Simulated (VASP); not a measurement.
# InSb (F-43m) in VASP: further runs, part 2 of 2

VASP 6.6.1. The steps go on from the part before.

## 4. Single point, PBE (volume scaled by 0.97)

INCAR reads:

```
PREC = Accurate ; ENCUT = 520
EDIFF = 1E-6 ; ISMEAR = 0
SIGMA = 0.1 ; LREAL = F
LASPH = T ; NELM = 80
ALGO = Normal ; ISIF = 2
LWAVE = F ; LCHARG = F
GGA = PE ; NBANDS = 16
```

KPOINTS reads:

```
regular mesh
0
Gamma
  14 14 14
```

POSCAR reads:

```
InSb
1.0
    0.0000000000      3.2838957019      3.2838957019
    3.2838957019      0.0000000000      3.2838957019
    3.2838957019      3.2838957019      0.0000000000
In Sb
1 1
Direct
    0.0000000000      0.0000000000      0.0000000000
    0.2500000000      0.2500000000      0.2500000000
```

Potentials or basis: VASP PAW PBE potentials, release 64 (In_d, Sb).

Command:

```sh
$ cat potpaw_PBE.64/In_d/POTCAR potpaw_PBE.64/Sb/POTCAR > POTCAR
$ mpirun -np 1 vasp_std > vasp.out
```

OUTCAR:

```text
PREC = Accurate
   ENCUT = 520
   EDIFF = 1E-6
   ISMEAR = 0
   LREAL = F
   LASPH = T
   NELM = 80
   ISIF = 2
   GGA = PE

 ion  position               nearest neighbor table
   1  0.000  0.000  0.000-   2 2.84   2 2.84   2 2.84   2 2.84
   2  0.250  0.250  0.250-   1 2.84   1 2.84   1 2.84   1 2.84

  LATTYP: Found a face centered cubic cell.
 ALAT       =     6.5677914038

  Lattice vectors:

 A1 = (   0.0000000000,   3.2838957019,   3.2838957019)
 A2 = (   3.2838957019,   0.0000000000,   3.2838957019)
 A3 = (   3.2838957019,   3.2838957019,   0.0000000000)

Analysis of symmetry for initial positions (statically):
=====================================================================
 Subroutine PRICEL returns:
 Original cell was already a primitive cell.

 Routine SETGRP: Setting up the symmetry group for a
 face centered cubic supercell.

 Subroutine GETGRP returns: Found 24 space group operations
 (whereof 24 operations were pure point group operations)
 out of a pool of 48 trial point group operations.

[... 155 lines left out ...]
  ---------------------------------------------------
  ext. energy  EPLUGINS =         0.00000000
  ---------------------------------------------------
  free energy    TOTEN  =        -6.94535604 eV

  energy without entropy =       -6.94525076  energy(sigma->0) =       -6.94530340

 E-fermi :   4.7561     XC(G=0):  -8.5121

 val. band max:        4.6822266381   @ k =   0.0000   0.0000   0.0000
 cond. band min:       5.1509610010   @ k =   0.5000   0.0000   0.0000
 fundamental gap:      0.4687343630
 Fermi energy:         4.7561223755

 k-point     1 :       0.0000    0.0000    0.0000
  band No.  band energies     occupation
      1      -9.8401      2.00000
      2      -9.8401      2.00000
      3      -9.8401      2.00000
      4      -9.7659      2.00000
      5      -9.7659      2.00000
      6      -5.7830      2.00000
[... 433 lines left out ...]
      3      -9.8257      2.00000
      4      -9.7701      2.00000
      5      -9.7632      2.00000
      6      -5.1752      2.00000
[... 8 lines left out ...]
     15      12.6408      0.00000
     16      12.9666      0.00000

 [... further k-points ...]
[... 5 lines left out ...]
  --------------------------------------------------------------------------------------
  -------------------------------------------------------------------------------------
  Total        0.5222759      0.5222759      0.5222759      0.0000000     -0.0000000      0.0000000
  in kB       11.8144230     11.8144230     11.8144230      0.0000000     -0.0000000      0.0000000
  external PRESSURE =      11.8144230 kB  Pullay stress =       0.0000000 kB

 VOLUME and BASIS-vectors are now :
 -----------------------------------------------------------------------------
  energy-cutoff  :      520.00
  volume of cell :       70.83
      direct lattice vectors                 reciprocal lattice vectors
     0.000000000  3.283895702  3.283895702    -0.152258185  0.152258185  0.152258185
     3.283895702  0.000000000  3.283895702     0.152258185 -0.152258185  0.152258185
     3.283895702  3.283895702  0.000000000     0.152258185  0.152258185 -0.152258185

 POSITION                                       TOTAL-FORCE (eV/Angst)
 -----------------------------------------------------------------------------------
      0.00000      0.00000      0.00000        -0.000000     -0.000000     -0.000000
      1.64195      1.64195      1.64195         0.000000      0.000000      0.000000
 -----------------------------------------------------------------------------------
    total drift:                               -0.000000     -0.000000     -0.000000

  FREE ENERGIE OF THE ION-ELECTRON SYSTEM (eV)
  ---------------------------------------------------
  free  energy   TOTEN  =        -6.9453560408 eV

  energy  without entropy=       -6.9452507563  energy(sigma->0) =       -6.94530340
```

stdout:

```text
POSCAR found type information on POSCAR InSb
 POSCAR found :  2 types and       2 ions
 scaLAPACK will be used
 LDA part: xc-table for (Slater+PW92), standard interpolation
 POSCAR, INCAR and KPOINTS ok, starting setup
 FFT: planning ... GRIDC
 FFT: planning ... GRID_SOFT
 FFT: planning ... GRID
 WAVECAR not read
 entering main loop
```

Wall time 2.1 min (1 thread of Intel Xeon 6975P-C, shared host); peak memory 0.29 GiB.

What came out:

| Property | Result |
| --- | --- |
| Free energy | -6.9454 eV |
| Pressure | 1.2 GPa |
| Band gap on the k mesh | zero (filled and empty bands touch) |

Caveat: the cell differs from its parent crystal (volume scaled by 0.97); spin-orbit coupling is left out, which moves the levels of the heavy elements.

## 5. Single point, PBE

This run uses another cell than the first one, of 36.51 Å³/atom, 1.099 times its volume.

INCAR reads:

```
PREC     = Accurate       # precision mode
ENCUT    = 520            # plane-wave cutoff, eV
EDIFF    = 1E-7           # SCF threshold, eV
ISMEAR   = 0              # smearing method
SIGMA    = 0.1            # smearing width, eV
LREAL    = False          # projectors in reciprocal space
LASPH    = True           # aspherical terms in the spheres
NELM     = 80             # most SCF steps
ALGO     = Normal         # electronic algorithm
ISIF     = 2              # what is computed and relaxed
LWAVE    = False          # write WAVECAR
LCHARG   = True           # write CHGCAR
GGA      = PE             # functional
LELF     = True           # ELF
LVHAR    = True         
NBANDS   = 16             # bands
```

KPOINTS reads:

```
Automatic mesh
0
Gamma
  14 14 14
```

POSCAR reads:

```
InSb
1.0
    0.0000000000      3.3174071563      3.3174071563
    3.3174071563      0.0000000000      3.3174071563
    3.3174071563      3.3174071563      0.0000000000
In Sb
1 1
Direct
    0.0000000000      0.0000000000      0.0000000000
    0.2500000000      0.2500000000      0.2500000000
```

Potentials or basis: VASP PAW PBE potentials, release 64 (In_d, Sb).

Command:

```sh
$ cat potpaw_PBE.64/In_d/POTCAR potpaw_PBE.64/Sb/POTCAR > POTCAR
$ mpirun -np 1 vasp_std > vasp.out
```

OUTCAR:

```text
PREC = Accurate
   ENCUT = 520
   EDIFF = 1E-7
   ISMEAR = 0
   LREAL = False
   LASPH = True
   NELM = 80
   ISIF = 2
   GGA = PE

 ion  position               nearest neighbor table
   1  0.000  0.000  0.000-   2 2.87   2 2.87   2 2.87   2 2.87
   2  0.250  0.250  0.250-   1 2.87   1 2.87   1 2.87   1 2.87

  LATTYP: Found a face centered cubic cell.
 ALAT       =     6.6348143126

  Lattice vectors:

 A1 = (   0.0000000000,   3.3174071563,   3.3174071563)
 A2 = (   3.3174071563,   0.0000000000,   3.3174071563)
[... 625 lines left out ...]
      4     -10.0249      2.00000
      5     -10.0188      2.00000
      6      -5.3287      2.00000
[... 8 lines left out ...]
     15      12.2755      0.00000
     16      12.6133      0.00000

 [... further k-points ...]
[... 5 lines left out ...]
  --------------------------------------------------------------------------------------
  -------------------------------------------------------------------------------------
  Total       -0.0081738     -0.0081738     -0.0081738     -0.0000000      0.0000000     -0.0000000
  in kB       -0.1793532     -0.1793532     -0.1793532     -0.0000000      0.0000000     -0.0000000
  external PRESSURE =      -0.1793532 kB  Pullay stress =       0.0000000 kB

 VOLUME and BASIS-vectors are now :
 -----------------------------------------------------------------------------
  energy-cutoff  :      520.00
  volume of cell :       73.02
      direct lattice vectors                 reciprocal lattice vectors
     0.000000000  3.317407156  3.317407156    -0.150720119  0.150720119  0.150720119
     3.317407156  0.000000000  3.317407156     0.150720119 -0.150720119  0.150720119
     3.317407156  3.317407156  0.000000000     0.150720119  0.150720119 -0.150720119

 POSITION                                       TOTAL-FORCE (eV/Angst)
 -----------------------------------------------------------------------------------
      0.00000      0.00000      0.00000         0.000000     -0.000000      0.000000
      1.65870      1.65870      1.65870        -0.000000      0.000000     -0.000000
 -----------------------------------------------------------------------------------
    total drift:                               -0.000000     -0.000000     -0.000000

  FREE ENERGIE OF THE ION-ELECTRON SYSTEM (eV)
  ---------------------------------------------------
  free  energy   TOTEN  =        -6.9534424614 eV

  energy  without entropy=       -6.9533358805  energy(sigma->0) =       -6.95338917
```

stdout:

```text
POSCAR found type information on POSCAR InSb
 POSCAR found :  2 types and       2 ions
 scaLAPACK will be used
 LDA part: xc-table for (Slater+PW92), standard interpolation
 POSCAR, INCAR and KPOINTS ok, starting setup
 FFT: planning ... GRIDC
 FFT: planning ... GRID_SOFT
 FFT: planning ... GRID
 WAVECAR not read
 entering main loop
```

Wall time 2.7 min (1 thread of Intel Xeon 6975P-C, shared host); peak memory 0.29 GiB.

What came out:

```yaml
Free_energy: -6.9534 eV
Pressure: 0.0 GPa
Band_gap_on_the_k_mesh: zero (filled and empty bands touch)
```

Caveat: spin-orbit coupling is left out, which moves the levels of the heavy elements.

## 6. Single point, PBE

This run uses another cell than the first one, of 36.51 Å³/atom, 1.099 times its volume.

INCAR reads:

```
SYSTEM = InSb
PREC = Accurate
ENCUT = 520
EDIFF = 1E-6
ISMEAR = 0
SIGMA = 0.1
LREAL = .FALSE.
LASPH = .TRUE.
NELM = 60
ALGO = Normal
ISIF = 2
LWAVE = .FALSE.
LCHARG = .FALSE.
GGA = PE
NBANDS = 16
```

KPOINTS reads:

```
regular mesh
0
G
  14 14 14
  0 0 0
```

POSCAR is that of step 5.

Potentials or basis: VASP PAW PBE potentials, release 64 (In_d, Sb).

Command:

```sh
$ cat potpaw_PBE.64/In_d/POTCAR potpaw_PBE.64/Sb/POTCAR > POTCAR
$ mpirun -np 1 vasp_std > vasp.out
```

OUTCAR:

```text
SYSTEM = InSb
   PREC = Accurate
   ENCUT = 520
   EDIFF = 1E-6
   ISMEAR = 0
   LREAL = .FALSE.
   LASPH = .TRUE.
   NELM = 60
   ISIF = 2
   GGA = PE

 ion  position               nearest neighbor table
   1  0.000  0.000  0.000-   2 2.87   2 2.87   2 2.87   2 2.87
   2  0.250  0.250  0.250-   1 2.87   1 2.87   1 2.87   1 2.87

  LATTYP: Found a face centered cubic cell.
 ALAT       =     6.6348143126

  Lattice vectors:

 A1 = (   0.0000000000,   3.3174071563,   3.3174071563)
 A2 = (   3.3174071563,   0.0000000000,   3.3174071563)
 A3 = (   3.3174071563,   3.3174071563,   0.0000000000)

Analysis of symmetry for initial positions (statically):
=====================================================================
 Subroutine PRICEL returns:
 Original cell was already a primitive cell.

 Routine SETGRP: Setting up the symmetry group for a
 face centered cubic supercell.

 Subroutine GETGRP returns: Found 24 space group operations
 (whereof 24 operations were pure point group operations)
 out of a pool of 48 trial point group operations.

[... 156 lines left out ...]
  ext. energy  EPLUGINS =         0.00000000
  ---------------------------------------------------
  free energy    TOTEN  =        -6.95344275 eV

  energy without entropy =       -6.95333617  energy(sigma->0) =       -6.95338946

 E-fermi :   4.4564     XC(G=0):  -8.3840

 val. band max:        4.3800511769   @ k =   0.0000   0.0000   0.0000
 cond. band min:       4.7992158415   @ k =   0.5000   0.0000   0.0000
 fundamental gap:      0.4191646645
 Fermi energy:         4.4564385483

 k-point     1 :       0.0000    0.0000    0.0000
  band No.  band energies     occupation
      1     -10.0881      2.00000
      2     -10.0881      2.00000
      3     -10.0881      2.00000
      4     -10.0212      2.00000
      5     -10.0212      2.00000
      6      -5.9070      2.00000
[... 433 lines left out ...]
      3     -10.0752      2.00000
      4     -10.0249      2.00000
      5     -10.0188      2.00000
      6      -5.3285      2.00000
[... 8 lines left out ...]
     15      12.2754      0.00000
     16      12.6134      0.00000

 [... further k-points ...]
[... 5 lines left out ...]
  --------------------------------------------------------------------------------------
  -------------------------------------------------------------------------------------
  Total       -0.0111789     -0.0111789     -0.0111789      0.0000000     -0.0000000     -0.0000000
  in kB       -0.2452915     -0.2452915     -0.2452915      0.0000000     -0.0000000     -0.0000000
  external PRESSURE =      -0.2452915 kB  Pullay stress =       0.0000000 kB

 VOLUME and BASIS-vectors are now :
 -----------------------------------------------------------------------------
  energy-cutoff  :      520.00
  volume of cell :       73.02
      direct lattice vectors                 reciprocal lattice vectors
     0.000000000  3.317407156  3.317407156    -0.150720119  0.150720119  0.150720119
     3.317407156  0.000000000  3.317407156     0.150720119 -0.150720119  0.150720119
     3.317407156  3.317407156  0.000000000     0.150720119  0.150720119 -0.150720119

 POSITION                                       TOTAL-FORCE (eV/Angst)
 -----------------------------------------------------------------------------------
      0.00000      0.00000      0.00000         0.000000      0.000000      0.000000
      1.65870      1.65870      1.65870        -0.000000     -0.000000     -0.000000
 -----------------------------------------------------------------------------------
    total drift:                               -0.000000     -0.000000     -0.000000

  FREE ENERGIE OF THE ION-ELECTRON SYSTEM (eV)
  ---------------------------------------------------
  free  energy   TOTEN  =        -6.9534427500 eV

  energy  without entropy=       -6.9533361703  energy(sigma->0) =       -6.95338946
```

Wall time 2.3 min (1 thread of Intel Xeon 6975P-C, shared host); peak memory 0.29 GiB.

What came out:

```
Free energy            : -6.9534 eV
Pressure               : 0.0 GPa
Band gap on the k mesh : zero (filled and empty bands touch)
```

Levels at points of the mesh, in eV from the Fermi level:
| k point | band 7 | band 8 | band 9 | band 10 | band 11 | band 12 |
| --- | --- | --- | --- | --- | --- | --- |
| (0.00, 0.00, 0.00) | -0.67 | -0.08 | -0.08 | -0.08 | 2.89 | 2.89 |
| (0.50, 0.00, 0.00) | -5.38 | -0.98 | -0.98 | 0.34 | 3.72 | 3.72 |
| (0.50, 0.50, 0.00) | -5.70 | -2.11 | -2.11 | 1.28 | 1.39 | 7.66 |

Caveat: spin-orbit coupling is left out, which moves the levels of the heavy elements.

## 7. The runs side by side

| cell | gap on the mesh (eV) | pressure (GPa) |
| --- | --- | --- |
| a = 4.546 Å, angles 60.0°, 2 atoms | none | 4.3 |
| a = 4.596 Å, angles 60.0°, 2 atoms | none | 2.6 |
| a = 4.644 Å, angles 60.0°, 2 atoms | none | 1.2 |
| a = 4.692 Å, angles 60.0°, 2 atoms | none | 0.0 |

Alike in all rows: task single point; level PBE; potentials or basis VASP PAW PBE potentials, release 64 (In_d, Sb); no spin polarisation; k mesh 14 × 14 × 14; cutoff (eV) 520; smearing gaussian 0.1 eV.

Caveats: spin-orbit coupling is left out, which moves the levels of the heavy elements.

Absolute energies hang on the potentials; compare differences alone.

## 8. How close it comes

Step 5. A measured gap of InSb is 0.24 eV (quoted in “Electronic Structure and Epitaxy of CdTe Shells on InSb Nanowires”, 2021, arxiv:2111.05126); the calculated 0.00 eV misses it by -0.24 eV. Spin-orbit coupling on In, Sb is left out. The value is that of PBE on a finite k mesh, which can miss the band edges, without temperature or zero-point motion. Semilocal functionals fall short of measured gaps as a rule.

Step 6. Against the measured gap of InSb, 0.24 eV (quoted in “Electronic Structure and Epitaxy of CdTe Shells on InSb Nanowires”, 2021, arxiv:2111.05126), the calculated 0.00 eV is off by -0.24 eV. Spin-orbit coupling on In, Sb is left out. The value is that of PBE on a finite k mesh, which can miss the band edges, without temperature or zero-point motion. Semilocal functionals fall short of measured gaps as a rule.
